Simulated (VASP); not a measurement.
# Au (Fm-3m) in VASP: a series of runs, part 2 of 2

VASP 6.6.1.

## Step 3: Relaxation of cell and atoms, PBEsol-based screened hybrid with 25 % exact exchange

This run uses another cell than the first one, of 16.85 Å³/atom.

Input file POSCAR:

```
Au
1.0
    0.0000000000      2.0350000000      2.0350000000
    2.0350000000      0.0000000000      2.0350000000
    2.0350000000      2.0350000000      0.0000000000
Au
1
Direct
    0.0000000000      0.0000000000      0.0000000000
```

Input file INCAR.step1:

```
SYSTEM = Au
PREC = Accurate ; ENCUT = 600
EDIFF = 1E-5 ; ISMEAR = -1
SIGMA = 0.05 ; LREAL = .False.
LASPH = .True. ; NELM = 80
ALGO = Normal ; LWAVE = .True.
LCHARG = .False. ; GGA = PE
NBANDS = 12
```

Input file INCAR.step2:

```
SYSTEM = Au
PREC = Accurate ; ENCUT = 600
EDIFF = 1E-6 ; ISMEAR = -1
SIGMA = 0.05 ; LREAL = .False.
LASPH = .True. ; NELM = 80
ALGO = Normal ; ISIF = 3
LWAVE = .False. ; LCHARG = .False.
GGA = PS ; LHFCALC = .True.
AEXX = 0.25 ; HFSCREEN = 0.207
PRECFOCK = Normal ; IBRION = 2
NSW = 60 ; EDIFFG = -0.01
ISTART = 1
```

Input file KPOINTS:

```
regular mesh
0
Gamma
  6 6 6
  0 0 0
```

Potentials or basis: VASP PAW PBE potentials, release 64 (Au).

The run is started by

```console
$ cat potpaw_PBE.64/Au/POTCAR > POTCAR
$ cp INCAR.step1 INCAR
$ mpirun -np 1 vasp_std > vasp.out
$ cp INCAR.step2 INCAR
$ mpirun -np 1 vasp_std > vasp.out
```

OUTCAR:

```text
SYSTEM = Au
   PREC = Accurate
   ENCUT = 600
   EDIFF = 1E-6
   ISMEAR = -1
   LREAL = .False.
   LASPH = .True.
   NELM = 80
   ISIF = 3
   GGA = PS
   LHFCALC = .True.
   AEXX = 0.25
   HFSCREEN = 0.207
   PRECFOCK = Normal
   IBRION = 2
   NSW = 60
   EDIFFG = -0.01
   ISTART = 1

 ion  position               nearest neighbor table
   1  0.000  0.000  0.000-

  LATTYP: Found a face centered cubic cell.
 ALAT       =     4.0700000000

  Lattice vectors:

 A1 = (   0.0000000000,   2.0350000000,   2.0350000000)
 A2 = (   2.0350000000,   0.0000000000,   2.0350000000)
 A3 = (   2.0350000000,   2.0350000000,   0.0000000000)

Analysis of symmetry for initial positions (statically):
=====================================================================
 Subroutine PRICEL returns:
 Original cell was already a primitive cell.

 Routine SETGRP: Setting up the symmetry group for a
 face centered cubic supercell.

 Subroutine GETGRP returns: Found 48 space group operations
 (whereof 48 operations were pure point group operations)
 out of a pool of 48 trial point group operations.

The static configuration has the point symmetry O_h .

Analysis of symmetry for dynamics (positions and initial velocities):
=====================================================================
 Subroutine PRICEL returns:
 Original cell was already a primitive cell.

 Routine SETGRP: Setting up the symmetry group for a
 face centered cubic supercell.

 Subroutine GETGRP returns: Found 48 space group operations
 (whereof 48 operations were pure point group operations)
 out of a pool of 48 trial point group operations.

The dynamic configuration has the point symmetry O_h .

 Subroutine INISYM returns: Found 48 space group operations
 (whereof 48 operations are pure point group operations),
 and found     1 'primitive' translations

----------------------------------------------------------------------------------------

                                     Primitive cell

  volume of cell :      16.8548

  direct lattice vectors                    reciprocal lattice vectors
     0.000000000  2.035000000  2.035000000    -0.245700246  0.245700246  0.245700246
     2.035000000  0.000000000  2.035000000     0.245700246 -0.245700246  0.245700246
     2.035000000  2.035000000  0.000000000     0.245700246  0.245700246 -0.245700246

  length of vectors
     2.877924599  2.877924599  2.877924599     0.425565309  0.425565309  0.425565309

  position of ions in fractional coordinates (direct lattice)
     0.000000000  0.000000000  0.000000000

  ion indices of the primitive-cell ions
   primitive index   ion index
                 1           1

----------------------------------------------------------------------------------------

 KPOINTS: regular mesh

Automatic generation of k-mesh.
 Grid dimensions read from file:
 generate k-points for:    6    6    6

 Generating k-lattice:

  Cartesian coordinates                     Fractional coordinates (reciprocal lattice)
    -0.040950041  0.040950041  0.040950041     0.166666667  0.000000000  0.000000000
     0.040950041 -0.040950041  0.040950041     0.000000000  0.166666667  0.000000000
     0.040950041  0.040950041 -0.040950041     0.000000000  0.000000000  0.166666667

  Length of vectors
     0.070927551  0.070927551  0.070927551

  Shift w.r.t. Gamma in fractional coordinates (k-lattice)
     0.000000000  0.000000000  0.000000000

 Subroutine IBZKPT returns following result:
 ===========================================

 Found     16 irreducible k-points:

 Following reciprocal coordinates:
            Coordinates               Weight
  0.000000  0.000000  0.000000      1.000000
  0.166667  0.000000  0.000000      8.000000
  0.333333  0.000000  0.000000      8.000000
  0.500000  0.000000  0.000000      4.000000
  0.166667  0.166667  0.000000      6.000000
  0.333333  0.166667  0.000000     24.000000
[... 8 lines left out ...]
 -0.333333  0.333333  0.166667     24.000000
 -0.333333  0.500000  0.166667     12.000000
   k-points           NKPTS =     16   k-points in BZ     NKDIM =    216   number of bands    NBANDS=      9
   number of dos      NEDOS =    301   number of ions     NIONS =      1
   total plane-waves  NPLWV =  13824
   dimension x,y,z NGX =    24 NGY =   24 NGZ =   24
   dimension x,y,z NGXF=    48 NGYF=   48 NGZF=   48
   ions per type =               1
   NGX,Y,Z   is equivalent  to a cutoff of  13.86, 13.86, 13.86 a.u.
   NGXF,Y,Z  is equivalent  to a cutoff of  27.73, 27.73, 27.73 a.u.
 SYSTEM =  Au
   PREC   = accura    normal or accurate (medium, high low for compatibility)
   ISTART =      1    job   : 0-new  1-cont  2-samecut
   ICHARG =      0    charge: 1-file 2-atom 10-const
   ISPIN  =      1    spin polarized calculation?
   LNONCOLLINEAR =      F non collinear calculations
   LSORBIT =      F    spin-orbit coupling
   LASPH  =      T    aspherical Exc in radial PAW
   ENCUT  =  600.0 eV  44.10 Ry    6.64 a.u.   5.75  5.75  5.75*2*pi/ulx,y,z
   NELM   =     80;   NELMIN=  2; NELMDL=  0     # of ELM steps
   EDIFF  = 0.1E-05   stopping-criterion for ELM
   LREAL  =      F    real-space projection
   EDIFFG = -.1E-01   stopping-criterion for IOM
   NSW    =     60    number of steps for IOM
   IBRION =      2    ionic relax: 0-MD 1-quasi-New 2-CG
   NFREE  =      1    steps in history (QN), initial steepest desc. (CG)
   ISIF   =      3    stress and relaxation
   ISYM   =      3    0-nonsym 1-usesym 2-fastsym
   POTIM  = 0.5000    time-step for ionic-motion
   TEBEG  =    0.0;   TEEND  =   0.0 temperature during run
   PSTRESS=    0.0 pullay stress
   NELECT =      11.0000    total number of electrons
   NUPDOWN=      -1.0000    fix difference up-down
   EMIN   =  10.00;   EMAX   =-10.00  energy-range for DOS
   EFERMI =   0.00;   METHOD = LEGACY
   ISMEAR =    -1;   SIGMA  =   0.05  broadening in eV -4-tet -1-fermi 0-gaus
   EFERMI_NEDOS =   21; number of points for ismear=-14 and -15
   IALGO  =     38    algorithm
   IMIX   =      1    mixing-type and parameters
     AMIX     =   0.40;   BMIX     =  1.00
     AMIX_MAG =   1.60;   BMIX_MAG =  1.00
  volume/ion in A,a.u.               =      16.85       113.74
  Fermi-wavevector in a.u.,A,eV,Ry     =   1.420032  2.683470 27.436005  2.016489
  Thomas-Fermi vector in A             =   2.540990
   LORBIT       =      0    0 simple, 1 ext, 2 COOP (PROOUT), +10 PAW based schemes
   GGA     = PS    functional components
   LHFCALC =     T    Hartree Fock is set to
   PRECFOCK=normal    Normal, Fast or Accurate (Low or Medium for compatibility)
   ENCUT4O =  -1.0   cutoff for four orbital integrals eV
   NKREDX  =     1    reduce k-point grid by
   NKREDY  =     1    reduce k-point grid by
   NKREDZ  =     1    reduce k-point grid by
   AEXX    =    0.2500 exact exchange contribution
   HFSCREEN=    0.2070 screening length (either q_TF or 0.3 A-1)
   HFSCREENC=   0.2070 screening length for correlation (either q_TF or 0.3 A-1)
   ENCUTFOCK=  -1.0 apply spherical cutoff to Coloumb kernel
   IVDW    =     0    specifies the selected vdW correction
   LEPSILON=     F    determine dielectric tensor
   LRPA    =     F    only Hartree local field effects (RPA)
 conjugate gradient relaxation of ions
 non-spin polarized calculation
  energy-cutoff  :      600.00
  volume of cell :       16.85
 maximum number of plane-waves:       588
  NGX = 18; NGY = 18; NGZ = 18

--------------------------------------- Ionic step        1  -------------------------------------------

 number of electron      10.9999999 magnetization

 Free energy of the ion-electron system (eV)
  ---------------------------------------------------
  ext. energy  EPLUGINS =         0.00000000
  ---------------------------------------------------
  free energy    TOTEN  =        -3.83314569 eV

  energy without entropy =       -3.82570822  energy(sigma->0) =       -3.82942696

------------------------ aborting loop because EDIFF is reached ----------------------------------------

  FORCE on cell =-STRESS in cart. coord.  units (eV):
  Direction    XX          YY          ZZ          XY          YZ          ZX
  --------------------------------------------------------------------------------------
  -------------------------------------------------------------------------------------
  Total        0.3009468      0.3009468      0.3009468      0.0000000     -0.0000000      0.0000000
  in kB       28.6073135     28.6073135     28.6073135      0.0000000     -0.0000000      0.0000000
  external PRESSURE =      28.6073135 kB  Pullay stress =       0.0000000 kB
[... 55 lines left out ...]
  energy  without entropy=       -3.8217802709  energy(sigma->0) =       -3.82551145

--------------------------------------- Ionic step        3  -------------------------------------------

 number of electron      11.0000000 magnetization

 Free energy of the ion-electron system (eV)
  ---------------------------------------------------
  ext. energy  EPLUGINS =         0.00000000
  ---------------------------------------------------
  free energy    TOTEN  =        -3.83559599 eV

  energy without entropy =       -3.82814960  energy(sigma->0) =       -3.83187280

 E-fermi :   8.7427     XC(G=0): -10.4439

 val. band max:        8.7168925462   @ k =   0.5000   0.3333   0.1667
 cond. band min:       9.6267967608   @ k =   0.5000   0.1667   0.0000
 fundamental gap:      0.9099042146
 Fermi energy:         8.7426885354

 k-point     1 :       0.0000    0.0000    0.0000
  band No.  band energies     occupation
      1      -1.8519      2.00000
      2       3.2236      2.00000
      3       3.2236      2.00000
      4       3.2236      2.00000
      5       4.7943      2.00000
      6       4.7943      2.00000
      7      24.5341      0.00000
      8      28.6846      0.00000
      9      28.6846      0.00000
[... 206 lines left out ...]
  FREE ENERGIE OF THE ION-ELECTRON SYSTEM (eV)
  ---------------------------------------------------
  free  energy   TOTEN  =        -3.8355959929 eV

  energy  without entropy=       -3.8281496005  energy(sigma->0) =       -3.83187280

 reached required accuracy - stopping structural energy minimisation
```

It took 31 min on 1 thread of Intel Xeon Platinum 8375C at 2.90GHz (Ice Lake), shared host; peak memory 0.26 GiB.

What came out:

- Free energy: -3.8356 eV
- Relaxed volume: 17.13 Å³/atom
- Relaxed cell: a = 2.894 Å, b = 2.894 Å, c = 2.894 Å, α = 60.00°, β = 60.00°, γ = 60.00°
- Space group after relaxing (to 0.1 Å): Fm-3m (No. 225)
- Energy gained by relaxing: 2.5 meV/atom
- Ionic steps: 3
- Pressure after relaxing: 0.0 GPa
- Band gap on the k mesh: zero (an odd number of electrons rules out a gap without spin polarisation)

The path:
| step | energy change (eV) | largest force (eV/Å) | pressure (GPa) | volume (Å³) |
| --- | --- | --- | --- | --- |
| 1 | 0.0000 | 0.0000 | 2.86 | 16.85 |
| 2 | 0.0039 | 0.0000 | -4.20 | 17.60 |
| 3 | -0.0025 | 0.0000 | -0.03 | 17.13 |

Final structure:
```yaml
crystal:
  lattice:
    - [0.00000, 2.04615, 2.04615]
    - [2.04615, 0.00000, 2.04615]
    - [2.04615, 2.04615, 0.00000]
  atoms:
    - { symbol: Au, position: [0.00000, 0.00000, 0.00000] }
```

Caveat: the k points lie up to 0.44 Å⁻¹ apart in the final cell, too coarse for converged energies and pressures of a metal; the PAW data sets were made with another functional, which shifts forces and pressure a little; spin-orbit coupling is left out, which moves the levels of the heavy elements.
